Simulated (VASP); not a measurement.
# ScF3 (R-3m) in VASP: further runs

ScF3 is run at these levels: LDA; tasks: single point.

Program: VASP 6.6.1. These are calculated values, not measurements. Logs are shortened: lines on timing, memory, paths and dates and some standing lists are left out, and cuts for length are marked.

**1. The cell of the first run**

The structure is trigonal, space group R-3m (No. 166). The conventional cell has a = 5.990 Å, b = 5.990 Å, c = 6.236 Å, α = 90.00°, β = 90.00°, γ = 120.00°. Within 2.7 Å of Sc (site symmetry -3m) lie 6 F at 2.02 Å. Within 2.7 Å of F (site symmetry 2/m) lie 2 Sc at 2.02 Å.

**2. Single point, LDA**

INCAR reads:

```
SYSTEM = ScF3
  PREC = Accurate
  ENCUT = 520
  EDIFF = 1E-6
  ISMEAR = 0
  SIGMA = 0.05
  LREAL = .FALSE.
  LASPH = .TRUE.
  NELM = 60
  ALGO = Normal
  ISIF = 2
  LWAVE = .FALSE.
  LCHARG = .FALSE.
  GGA = CA
  NBANDS = 24
```

KPOINTS reads:

```
Automatic mesh
0
G
  6 6 6
  0 0 0
```

POSCAR reads:

```
ScF3
1.0
    4.0240212332     -0.2117905912     -0.2117905912
   -0.2117905912      4.0240212332     -0.2117905912
   -0.2117905912     -0.2117905912      4.0240212332
Sc F
1 3
Direct
    0.0000000000      0.0000000000      0.0000000000
    0.5000000000      0.0000000000      0.0000000000
    0.0000000000      0.5000000000      0.0000000000
    0.0000000000      0.0000000000      0.5000000000
```

Potentials or basis: VASP PAW LDA potentials, release 64 (Sc_sv, F).

Started as:

```bash
> cat potpaw_LDA.64/Sc_sv/POTCAR potpaw_LDA.64/F/POTCAR > POTCAR
> mpirun -np 1 vasp_std > vasp.out
```

OUTCAR:

```text
SYSTEM = ScF3
   PREC = Accurate
   ENCUT = 520
   EDIFF = 1E-6
   ISMEAR = 0
   LREAL = .FALSE.
   LASPH = .TRUE.
   NELM = 60
   ISIF = 2
   GGA = CA

 ion  position               nearest neighbor table
   1  0.000  0.000  0.000-   2 2.02   3 2.02   4 2.02   4 2.02   3 2.02   2 2.02
   2  0.500  0.000  0.000-   1 2.02   1 2.02
   3  0.000  0.500  0.000-   1 2.02   1 2.02
   4  0.000  0.000  0.500-   1 2.02   1 2.02

  LATTYP: Found a trigonal (rhomboedric) cell.
 ALAT       =     4.0351527102
 COS(alpha) =    -0.1019283746

  Lattice vectors:

 A1 = (   4.0240212332,  -0.2117905912,  -0.2117905912)
 A2 = (  -0.2117905912,   4.0240212332,  -0.2117905912)
 A3 = (  -0.2117905912,  -0.2117905912,   4.0240212332)

Analysis of symmetry for initial positions (statically):
=====================================================================
 Subroutine PRICEL returns:
 Original cell was already a primitive cell.

 Routine SETGRP: Setting up the symmetry group for a
 trigonal (rhombohedral) supercell.

 Subroutine GETGRP returns: Found 12 space group operations
 (whereof 12 operations were pure point group operations)
 out of a pool of 12 trial point group operations.

The static configuration has the point symmetry D_3d.

Analysis of symmetry for dynamics (positions and initial velocities):
=====================================================================
 Subroutine PRICEL returns:
 Original cell was already a primitive cell.

 Routine SETGRP: Setting up the symmetry group for a
 trigonal (rhombohedral) supercell.

 Subroutine GETGRP returns: Found 12 space group operations
 (whereof 12 operations were pure point group operations)
 out of a pool of 12 trial point group operations.

The dynamic configuration has the point symmetry D_3d.

 Subroutine INISYM returns: Found 12 space group operations
 (whereof 12 operations are pure point group operations),
 and found     1 'primitive' translations

----------------------------------------------------------------------------------------

                                     Primitive cell

  volume of cell :      64.5995

  direct lattice vectors                    reciprocal lattice vectors
     4.024021233 -0.211790591 -0.211790591     0.249969445  0.013887191  0.013887191
    -0.211790591  4.024021233 -0.211790591     0.013887191  0.249969445  0.013887191
    -0.211790591 -0.211790591  4.024021233     0.013887191  0.013887191  0.249969445

  length of vectors
     4.035152710  4.035152710  4.035152710     0.250739768  0.250739768  0.250739768

  position of ions in fractional coordinates (direct lattice)
     0.000000000  0.000000000  0.000000000
[... 81 lines left out ...]
   NELM   =     60;   NELMIN=  2; NELMDL= -5     # of ELM steps
   EDIFF  = 0.1E-05   stopping-criterion for ELM
   LREAL  =      F    real-space projection
   EDIFFG = 0.1E-04   stopping-criterion for IOM
   NSW    =      0    number of steps for IOM
   IBRION =     -1    ionic relax: 0-MD 1-quasi-New 2-CG
   NFREE  =      0    steps in history (QN), initial steepest desc. (CG)
   ISIF   =      2    stress and relaxation
   ISYM   =      2    0-nonsym 1-usesym 2-fastsym
   POTIM  = 0.5000    time-step for ionic-motion
   TEBEG  =    0.0;   TEEND  =   0.0 temperature during run
   PSTRESS=    0.0 pullay stress
   NELECT =      32.0000    total number of electrons
   NUPDOWN=      -1.0000    fix difference up-down
   EMIN   =  10.00;   EMAX   =-10.00  energy-range for DOS
   EFERMI =   0.00;   METHOD = LEGACY
   ISMEAR =     0;   SIGMA  =   0.05  broadening in eV -4-tet -1-fermi 0-gaus
   EFERMI_NEDOS =   21; number of points for ismear=-14 and -15
   IALGO  =     38    algorithm
   IMIX   =      4    mixing-type and parameters
     AMIX     =   0.40;   BMIX     =  1.00
     AMIX_MAG =   1.60;   BMIX_MAG =  1.00
  volume/ion in A,a.u.               =      16.15       108.98
  Fermi-wavevector in a.u.,A,eV,Ry     =   1.295334  2.447827 22.829091  1.677891
  Thomas-Fermi vector in A             =   2.426861
   LORBIT       =      0    0 simple, 1 ext, 2 COOP (PROOUT), +10 PAW based schemes
   GGA     = CA    functional components
   LHFCALC =     F    Hartree Fock is set to
   AEXX    =    0.0000 exact exchange contribution
   IVDW    =     0    specifies the selected vdW correction
   LEPSILON=     F    determine dielectric tensor
   LRPA    =     F    only Hartree local field effects (RPA)
 non-spin polarized calculation
 Gauss-broadening in eV      SIGMA  =   0.05
  energy-cutoff  :      520.00
  volume of cell :       64.60
 maximum number of plane-waves:      1772
 NGX is ok and might be reduce to    30

 number of electron      31.9999954 magnetization

 Free energy of the ion-electron system (eV)
  ---------------------------------------------------
  ext. energy  EPLUGINS =         0.00000000
  ---------------------------------------------------
  free energy    TOTEN  =       -29.45434334 eV

  energy without entropy =      -29.45434334  energy(sigma->0) =      -29.45434334

 E-fermi :  -3.4820     XC(G=0):  -8.8887

 val. band max:       -3.7024058082   @ k =   0.5000   0.5000   0.5000
 cond. band min:       2.1257553544   @ k =   0.0000   0.0000   0.0000
 fundamental gap:      5.8281611625
 Fermi energy:        -3.4820307363

 k-point     1 :       0.0000    0.0000    0.0000
  band No.  band energies     occupation
      1     -49.2183      2.00000
      2     -28.2558      2.00000
      3     -28.2325      2.00000
      4     -28.2325      2.00000
      5     -23.4565      2.00000
      6     -23.1121      2.00000
[... 637 lines left out ...]
     23       8.5626      0.00000
     24      10.1029      0.00000

 [... further k-points ...]
[... 5 lines left out ...]
  --------------------------------------------------------------------------------------
  -------------------------------------------------------------------------------------
  Total       -1.4107503     -1.4107503     -1.4107503      0.7608448      0.7608448      0.7608448
  in kB      -34.9890253    -34.9890253    -34.9890253     18.8702550     18.8702550     18.8702550
  external PRESSURE =     -34.9890253 kB  Pullay stress =       0.0000000 kB

 VOLUME and BASIS-vectors are now :
 -----------------------------------------------------------------------------
  energy-cutoff  :      520.00
  volume of cell :       64.60
      direct lattice vectors                 reciprocal lattice vectors
     4.024021233 -0.211790591 -0.211790591     0.249969445  0.013887191  0.013887191
    -0.211790591  4.024021233 -0.211790591     0.013887191  0.249969445  0.013887191
    -0.211790591 -0.211790591  4.024021233     0.013887191  0.013887191  0.249969445

 POSITION                                       TOTAL-FORCE (eV/Angst)
 -----------------------------------------------------------------------------------
      0.00000      0.00000      0.00000        -0.000000      0.000000     -0.000000
      2.01201     -0.10590     -0.10590        -0.000000      0.000000      0.000000
     -0.10590      2.01201     -0.10590        -0.000000     -0.000000     -0.000000
     -0.10590     -0.10590      2.01201         0.000000     -0.000000      0.000000
 -----------------------------------------------------------------------------------
    total drift:                                0.000000      0.000000      0.000000

  FREE ENERGIE OF THE ION-ELECTRON SYSTEM (eV)
  ---------------------------------------------------
  free  energy   TOTEN  =       -29.4543433443 eV

  energy  without entropy=      -29.4543433443  energy(sigma->0) =      -29.45434334
```

It took 20 s on 1 thread of Intel Xeon 6975P-C (Granite Rapids), shared host; peak memory 0.17 GiB.

Results:

| Property | Result |
| --- | --- |
| Free energy | -29.4543 eV |
| Pressure | -3.5 GPa |
| Band gap on the k mesh | 5.83 eV, indirect (least direct gap 6.13 eV) |

Stress tensor (GPa, compression positive):
```
-3.50  1.89  1.89
 1.89 -3.50  1.89
 1.89  1.89 -3.50
```

 A k mesh can miss the band edges.

**3. Single point, LDA**

INCAR reads:

```
SYSTEM = ScF3
  PREC = Accurate
  ENCUT = 520
  EDIFF = 1E-6
  ISMEAR = 0
  SIGMA = 0.05
  LREAL = .False.
  LASPH = .True.
  NELM = 100
  ALGO = Normal
  ISIF = 2
  LWAVE = .False.
  LCHARG = .False.
  NBANDS = 24
```

KPOINTS reads:

```
Automatic mesh
0
Gamma
  6 6 6
  0 0 0
```

POSCAR reads:

```
ScF3
1.0
    4.0275840150      0.2517240009      0.2517240009
    0.2517240009      4.0275840150      0.2517240009
    0.2517240009      0.2517240009      4.0275840150
Sc F
1 3
Direct
    0.0000000000      0.0000000000      0.0000000000
    0.5000000000      0.0000000000      0.0000000000
    0.0000000000      0.5000000000      0.0000000000
    0.0000000000      0.0000000000      0.5000000000
```

Potentials or basis: VASP PAW LDA potentials, release 64 (Sc_sv, F).

Started as:

```bash
> cat potpaw_LDA.64/Sc_sv/POTCAR potpaw_LDA.64/F/POTCAR > POTCAR
> mpirun -np 1 vasp_std > vasp.out
```

Run time: 20 s. Hardware: 1 thread of Intel Xeon 6975P-C (Granite Rapids), shared host; peak memory 0.16 GiB.

Results (log left out):

```
Free energy            : -29.3864 eV
Pressure               : -3.8 GPa
Band gap on the k mesh : 5.72 eV, indirect (least direct gap 5.99 eV)
```

Stress tensor (GPa, compression positive):
```
-3.80 -2.88 -2.88
-2.88 -3.80 -2.88
-2.88 -2.88 -3.80
```

Levels at points of the mesh, in eV from the valence-band top:
```
           k point  band 13  band 14  band 15  band 16  band 17  band 18  band 19  band 20
(0.00, 0.00, 0.00)    -0.96    -0.32    -0.27    -0.27     5.72     5.84     5.84     7.54
(0.50, 0.00, 0.00)    -1.24    -0.97    -0.79    -0.27     5.87     6.71     6.77     7.60
(0.50, 0.50, 0.00)    -1.11    -1.06    -1.05    -0.01     6.69     6.86     7.38     8.23
(0.50, 0.50, 0.50)    -2.29    -0.03     0.00     0.00     7.35     7.35     7.59    10.29
```

 A k mesh can miss the band edges.

**4. Single point, LDA**

This run uses another cell than the first one, of the same volume but with other edges.

INCAR reads:

```
SYSTEM = ScF3
PREC = Accurate
ENCUT = 520
EDIFF = 1E-6
ISMEAR = 0
SIGMA = 0.05
LREAL = .FALSE.
LASPH = .TRUE.
NELM = 80
ALGO = Normal
ISIF = 2
LWAVE = .FALSE.
LCHARG = .TRUE.
LELF = .TRUE.
LVHAR = .TRUE.
NBANDS = 24
```

KPOINTS reads:

```
Automatic mesh
0
G
  6 6 6
  0 0 0
```

POSCAR reads:

```
ScF3
1.0
    4.1464248234      0.7844587504      0.7844587504
    0.7844587504      4.1464248234      0.7844587504
    0.7844587504      0.7844587504      4.1464248234
Sc F
1 3
Direct
    0.0000000000      0.0000000000      0.0000000000
    0.5000000000      0.0000000000      0.0000000000
    0.0000000000      0.5000000000      0.0000000000
    0.0000000000      0.0000000000      0.5000000000
```

Started as:

```bash
> cat potpaw_LDA.64/Sc_sv/POTCAR potpaw_LDA.64/F/POTCAR > POTCAR
> mpirun -np 1 vasp_std > vasp.out
```

It took 16 s on 1 thread of Intel Xeon 6975P-C (Granite Rapids), shared host; peak memory 0.17 GiB.

The run converged. Its results:

| Quantity | Value |
| --- | --- |
| Free energy | -27.0382 eV |
| Pressure | -10.3 GPa |
| Band gap on the k mesh | 2.80 eV, indirect (the least direct gap lies 4.8 meV higher) |

Stress tensor (GPa, compression positive):
```
-10.35 -15.86 -15.86
-15.86 -10.35 -15.86
-15.86 -15.86 -10.35
```

Levels at points of the mesh, in eV from the valence-band top:
| k point | band 12 | band 13 | band 14 | band 15 | band 16 | band 17 | band 18 | band 19 | band 20 | band 21 |
| --- | --- | --- | --- | --- | --- | --- | --- | --- | --- | --- |
| (0.00, 0.00, 0.00) | -2.17 | -2.17 | -0.36 | 0.00 | 0.00 | 2.80 | 3.28 | 3.28 | 4.50 | 4.50 |
| (0.50, 0.00, 0.00) | -2.24 | -2.00 | -1.86 | -1.41 | -0.08 | 3.15 | 3.89 | 4.19 | 4.67 | 5.51 |
| (0.50, 0.50, 0.00) | -2.30 | -1.82 | -1.74 | -1.57 | -0.07 | 3.88 | 4.02 | 4.48 | 5.12 | 6.67 |
| (0.50, 0.50, 0.50) | -2.96 | -2.96 | -0.32 | 0.00 | 0.00 | 4.19 | 4.19 | 4.50 | 6.70 | 6.70 |

 A k mesh can miss the band edges.

**5. The runs side by side**

```tsv
cell	gap on the mesh (eV)	pressure (GPa)
a = 4.035 Å, angles 95.9°, 4 atoms	5.83	-3.5
a = 4.043 Å, angles 82.7°, 4 atoms	5.72	-3.8
a = 4.292 Å, angles 67.3°, 4 atoms	2.80	-10.3
```

Alike in all rows: task single point; level LDA; potentials or basis VASP PAW LDA potentials, release 64 (Sc_sv, F); no spin polarisation; k mesh 6 × 6 × 6; cutoff (eV) 520; smearing gaussian 0.05 eV.

Absolute energies hang on the potentials; compare differences alone.
